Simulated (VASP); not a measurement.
# C (C2/c) in VASP: single point with r2SCAN

Aim: the single point of C with r2SCAN.

Program: VASP 6.6.1. These are calculated values, not measurements. Logs are shortened: lines on timing, memory, paths and dates and some standing lists are left out, and cuts for length are marked.

**1. The cell of the first run**

Symmetry: C2/c, No. 15, monoclinic system. Conventional cell: a = 2.456 Å, b = 4.254 Å, c = 7.049 Å, α = 90.00°, β = 93.43°, γ = 90.00°. Within 1.9 Å of C (site symmetry 2) lie 3 C at 1.42 Å. Within 1.9 Å of C (site symmetry 2) lie 3 C at 1.42 Å.

**2. Single point, r2SCAN**

POSCAR reads:

```
C
1.0
    2.4558082585      0.0000000000      0.0000000000
   -1.2279041293      2.1267923387      0.0000000000
    0.4221854310      0.0000000000      7.0364238502
C
4
Direct
    0.0000000000      0.0000000000      0.2500000000
    0.0000000000      0.0000000000      0.7500000000
    0.3333333334      0.6666666667      0.2500000000
    0.6666666666      0.3333333333      0.7500000000
```

INCAR.step1 reads:

```
SYSTEM = C
PREC = Accurate ; ENCUT = 520
ISMEAR = 0 ; SIGMA = 0.1
LREAL = .False. ; LASPH = .True.
NELM = 60 ; NBANDS = 16
GGA = PE ; ALGO = Normal
EDIFF = 1E-4 ; LWAVE = .True.
LCHARG = .False.
```

INCAR.step2 reads:

```
SYSTEM = C
PREC = Accurate ; ENCUT = 520
EDIFF = 1E-6 ; ISMEAR = 0
SIGMA = 0.1 ; LREAL = .False.
LASPH = .True. ; NELM = 60
ALGO = Normal ; ISIF = 2
LWAVE = .False. ; LCHARG = .False.
METAGGA = R2SCAN ; LMIXTAU = .True.
NBANDS = 16 ; ISTART = 1
```

KPOINTS reads:

```
regular mesh
0
Gamma
  24 24 8
  0 0 0
```

Potentials or basis: VASP PAW PBE potentials, release 64 (C).

Run with:

```console
$ cat potpaw_PBE.64/C/POTCAR > POTCAR
$ cp INCAR.step1 INCAR
$ mpirun -np 1 vasp_std > vasp.out
$ cp INCAR.step2 INCAR
$ mpirun -np 1 vasp_std > vasp.out
```

OUTCAR:

```text
SYSTEM = C
   PREC = Accurate
   ENCUT = 520
   EDIFF = 1E-6
   ISMEAR = 0
   LREAL = .False.
   LASPH = .True.
   NELM = 60
   ISIF = 2
   METAGGA = R2SCAN
   ISTART = 1

 ion  position               nearest neighbor table
   1  0.000  0.000  0.250-   3 1.42   3 1.42   3 1.42
   2  0.000  0.000  0.750-   4 1.42   4 1.42   4 1.42
   3  0.333  0.667  0.250-   1 1.42   1 1.42   1 1.42
   4  0.667  0.333  0.750-   2 1.42   2 1.42   2 1.42

  LATTYP: Found a base centered monoclinic cell.
 ALAT       =     2.4558082585
 B/A-ratio  =     1.7320508076
 C/A-ratio  =     2.8703698712
 COS(beta)  =    -0.0598922907

  Lattice vectors:

 A1 = (  -1.2279041293,   2.1267923387,   0.0000000000)
 A2 = (  -1.2279041292,  -2.1267923387,   0.0000000000)
 A3 = (   0.4221854310,   0.0000000000,   7.0364238502)

Analysis of symmetry for initial positions (statically):
=====================================================================
 Subroutine PRICEL returns:
 Original cell was already a primitive cell.

 Routine SETGRP: Setting up the symmetry group for a
 base centered monoclinic supercell.

 Subroutine GETGRP returns: Found  4 space group operations
 (whereof  2 operations were pure point group operations)
 out of a pool of  4 trial point group operations.

The static configuration has the point symmetry S_2 .
 The point group associated with its full space group is C_2h.

Analysis of symmetry for dynamics (positions and initial velocities):
=====================================================================
 Subroutine PRICEL returns:
 Original cell was already a primitive cell.

 Routine SETGRP: Setting up the symmetry group for a
 base centered monoclinic supercell.

 Subroutine GETGRP returns: Found  4 space group operations
 (whereof  2 operations were pure point group operations)
 out of a pool of  4 trial point group operations.

The dynamic configuration has the point symmetry S_2 .
 The point group associated with its full space group is C_2h.

 Subroutine INISYM returns: Found  4 space group operations
 (whereof  2 operations are pure point group operations),
 and found     1 'primitive' translations

----------------------------------------------------------------------------------------

                                     Primitive cell

  volume of cell :      36.7512

  direct lattice vectors                    reciprocal lattice vectors
     2.455808258  0.000000000  0.000000000     0.407197914  0.235095825 -0.024431875
    -1.227904129  2.126792339  0.000000000     0.000000000  0.470191650  0.000000000
     0.422185431  0.000000000  7.036423850     0.000000000  0.000000000  0.142117647

  length of vectors
     2.455808258  2.455808259  7.049078035     0.470825981  0.470191650  0.142117647

  position of ions in fractional coordinates (direct lattice)
     0.000000000  0.000000000  0.250000000
     0.000000000  0.000000000  0.750000000
     0.333333333  0.666666667  0.250000000
     0.666666667  0.333333333  0.750000000

  ion indices of the primitive-cell ions
   primitive index   ion index
                 1           1
                 2           2
                 3           3
                 4           4

----------------------------------------------------------------------------------------

 KPOINTS: regular mesh

Automatic generation of k-mesh.
 Grid dimensions read from file:
 generate k-points for:   24   24    8

 Generating k-lattice:

  Cartesian coordinates                     Fractional coordinates (reciprocal lattice)
     0.016966580  0.009795659 -0.001017995     0.041666667  0.000000000  0.000000000
     0.000000000  0.019591319  0.000000000     0.000000000  0.041666667  0.000000000
     0.000000000  0.000000000  0.017764706     0.000000000  0.000000000  0.125000000

  Length of vectors
     0.019617749  0.019591319  0.017764706

  Shift w.r.t. Gamma in fractional coordinates (k-lattice)
     0.000000000  0.000000000  0.000000000

 Subroutine IBZKPT returns following result:
 ===========================================

 Found   1214 irreducible k-points:

 Following reciprocal coordinates:
            Coordinates               Weight
  0.000000  0.000000  0.000000      1.000000
  0.041667  0.000000 -0.000000      4.000000
  0.083333 -0.000000  0.000000      4.000000
  0.125000 -0.000000 -0.000000      4.000000
  0.166667 -0.000000 -0.000000      4.000000
  0.208333 -0.000000 -0.000000      4.000000
[... 16 lines left out ...]
  0.375000  0.041667 -0.000000      4.000000
  0.416667  0.041667  0.000000      4.000000
 [... further k-points ...]
   k-points           NKPTS =   1214   k-points in BZ     NKDIM =   1214   number of bands    NBANDS=     16
   number of dos      NEDOS =    301   number of ions     NIONS =      4
   total plane-waves  NPLWV =  17496
   dimension x,y,z NGX =    18 NGY =   18 NGZ =   54
   dimension x,y,z NGXF=    36 NGYF=   36 NGZF=  108
   ions per type =               4
   NGX,Y,Z   is equivalent  to a cutoff of  12.19, 12.19, 12.74 a.u.
   NGXF,Y,Z  is equivalent  to a cutoff of  24.37, 24.37, 25.47 a.u.
 SYSTEM =  C
   PREC   = accura    normal or accurate (medium, high low for compatibility)
   ISTART =      1    job   : 0-new  1-cont  2-samecut
   ICHARG =      0    charge: 1-file 2-atom 10-const
   ISPIN  =      1    spin polarized calculation?
   LNONCOLLINEAR =      F non collinear calculations
   LSORBIT =      F    spin-orbit coupling
   LASPH  =      T    aspherical Exc in radial PAW
   ENCUT  =  520.0 eV  38.22 Ry    6.18 a.u.   4.57  4.57 13.11*2*pi/ulx,y,z
   NELM   =     60;   NELMIN=  2; NELMDL=  0     # of ELM steps
   EDIFF  = 0.1E-05   stopping-criterion for ELM
   LREAL  =      F    real-space projection
   EDIFFG = 0.1E-04   stopping-criterion for IOM
   NSW    =      0    number of steps for IOM
   IBRION =     -1    ionic relax: 0-MD 1-quasi-New 2-CG
   NFREE  =      0    steps in history (QN), initial steepest desc. (CG)
   ISIF   =      2    stress and relaxation
   ISYM   =      2    0-nonsym 1-usesym 2-fastsym
   POTIM  = 0.5000    time-step for ionic-motion
   TEBEG  =    0.0;   TEEND  =   0.0 temperature during run
   PSTRESS=    0.0 pullay stress
   NELECT =      16.0000    total number of electrons
   NUPDOWN=      -1.0000    fix difference up-down
   EMIN   =  10.00;   EMAX   =-10.00  energy-range for DOS
   EFERMI =   0.00;   METHOD = LEGACY
   ISMEAR =     0;   SIGMA  =   0.10  broadening in eV -4-tet -1-fermi 0-gaus
   EFERMI_NEDOS =   21; number of points for ismear=-14 and -15
   IALGO  =     38    algorithm
   IMIX   =      4    mixing-type and parameters
     AMIX     =   0.40;   BMIX     =  1.00
     AMIX_MAG =   1.60;   BMIX_MAG =  1.00
  volume/ion in A,a.u.               =       9.19        62.00
  Fermi-wavevector in a.u.,A,eV,Ry     =   1.240769  2.344714 20.946278  1.539508
  Thomas-Fermi vector in A             =   2.375196
   LORBIT       =      0    0 simple, 1 ext, 2 COOP (PROOUT), +10 PAW based schemes
   METAGGA = R2SCAN    functional components
   LHFCALC =     F    Hartree Fock is set to
   AEXX    =    0.0000 exact exchange contribution
   IVDW    =     0    specifies the selected vdW correction
   LEPSILON=     F    determine dielectric tensor
   LRPA    =     F    only Hartree local field effects (RPA)
 non-spin polarized calculation
 Gauss-broadening in eV      SIGMA  =   0.10
  energy-cutoff  :      520.00
  volume of cell :       36.75
 maximum number of plane-waves:      1011
   NGX =  9   NGY =  9   NGZ = 27

 number of electron      15.9999995 magnetization

 Free energy of the ion-electron system (eV)
  ---------------------------------------------------
  ext. energy  EPLUGINS =         0.00000000
  ---------------------------------------------------
  free energy    TOTEN  =       -39.75162778 eV

  energy without entropy =      -39.75133655  energy(sigma->0) =      -39.75148216

 E-fermi :   4.2761     XC(G=0): -10.8042

 val. band max:        4.2589150207   @ k =   0.3333   0.3333  -0.0000
 cond. band min:       4.2762064879   @ k =   0.3333   0.3333  -0.0000
 fundamental gap:      0.0172914672
 Fermi energy:         4.2761181599

 k-point     1 :       0.0000    0.0000    0.0000
  band No.  band energies     occupation
      1     -16.6604      2.00000
      2     -16.4575      2.00000
      3      -4.5814      2.00000
      4      -3.0068      2.00000
      5       1.0685      2.00000
      6       1.0690      2.00000
[... 8 lines left out ...]
     15      16.7380      0.00000
     16      16.8814      0.00000

 k-point     2 :       0.0417    0.0000   -0.0000
  band No.  band energies     occupation
      1     -16.6164      2.00000
      2     -16.4141      2.00000
      3      -4.5281      2.00000
      4      -2.9563      2.00000
      5       0.8841      2.00000
      6       0.8968      2.00000
[... 8 lines left out ...]
     15      16.5708      0.00000
     16      16.7221      0.00000

 k-point     3 :       0.0833   -0.0000    0.0000
  band No.  band energies     occupation
      1     -16.4847      2.00000
      2     -16.2841      2.00000
      3      -4.3685      2.00000
      4      -2.8053      2.00000
      5       0.3594      2.00000
      6       0.3785      2.00000
[... 8 lines left out ...]
     15      16.0862      0.00000
     16      16.2606      0.00000

 k-point     4 :       0.1250   -0.0000   -0.0000
  band No.  band energies     occupation
      1     -16.2656      2.00000
      2     -16.0678      2.00000
      3      -4.1034      2.00000
      4      -2.5549      2.00000
      5      -0.4343      2.00000
      6      -0.4064      2.00000
[... 8 lines left out ...]
     15      15.3280      0.00000
     16      15.5494      0.00000
[... 324 lines left out ...]
 k-point    22 :       0.3333    0.0417   -0.0000
  band No.  band energies     occupation
      1     -13.5163      2.00000
      2     -13.3528      2.00000
      3      -6.6071      2.00000
      4      -6.5193      2.00000
      5      -2.1807      2.00000
      6      -2.1455      2.00000
[... 8 lines left out ...]
     15      19.6209      0.00000
     16      21.3681      0.00000

 k-point    23 :       0.3750    0.0417   -0.0000
  band No.  band energies     occupation
      1     -12.7701      2.00000
      2     -12.6166      2.00000
      3      -7.7285      2.00000
      4      -7.6306      2.00000
      5      -2.4353      2.00000
      6      -2.3994      2.00000
[... 8 lines left out ...]
     15      18.8023      0.00000
     16      20.7866      0.00000

 k-point    24 :       0.4167    0.0417    0.0000
  band No.  band energies     occupation
      1     -11.9723      2.00000
      2     -11.8325      2.00000
      3      -8.7781      2.00000
      4      -8.6739      2.00000
      5      -2.6080      2.00000
      6      -2.5715      2.00000
[... 8 lines left out ...]
     15      18.1777      0.00000
     16      20.1792      0.00000

 [... further k-points ...]

------------------------ aborting loop because EDIFF is reached ----------------------------------------

  FORCE on cell =-STRESS in cart. coord.  units (eV):
  Direction    XX          YY          ZZ          XY          YZ          ZX
  --------------------------------------------------------------------------------------
  -------------------------------------------------------------------------------------
  Total        0.2357358      0.2373253      0.0010114     -0.0000000      0.0000000     -0.0309567
  in kB       10.2769572     10.3462542      0.0440942     -0.0000000      0.0000000     -1.3495634
  external PRESSURE =       6.8891019 kB  Pullay stress =       0.0000000 kB

 VOLUME and BASIS-vectors are now :
 -----------------------------------------------------------------------------
  energy-cutoff  :      520.00
  volume of cell :       36.75
      direct lattice vectors                 reciprocal lattice vectors
     2.455808258  0.000000000  0.000000000     0.407197914  0.235095825 -0.024431875
    -1.227904129  2.126792339  0.000000000     0.000000000  0.470191650  0.000000000
     0.422185431  0.000000000  7.036423850     0.000000000  0.000000000  0.142117647

 POSITION                                       TOTAL-FORCE (eV/Angst)
 -----------------------------------------------------------------------------------
      0.10555      0.00000      1.75911         0.000000     -0.000847      0.000000
      0.31664      0.00000      5.27732        -0.000000      0.000847     -0.000000
      0.10555      1.41786      1.75911         0.000000     -0.001817      0.000000
      1.54454      0.70893      5.27732        -0.000000      0.001817     -0.000000
 -----------------------------------------------------------------------------------
    total drift:                               -0.000000      0.000000      0.000000

  FREE ENERGIE OF THE ION-ELECTRON SYSTEM (eV)
  ---------------------------------------------------
  free  energy   TOTEN  =       -39.7516277771 eV

  energy  without entropy=      -39.7513365484  energy(sigma->0) =      -39.75148216
```

Wall time 42 min (1 thread of Oxide Virtual Turin-like, shared host); peak memory 0.53 GiB.

What came out:

```yaml
Free_energy: -39.7516 eV
Pressure: 0.7 GPa
```

Caveat: the PAW data sets were made with another functional, which shifts forces and pressure a little.
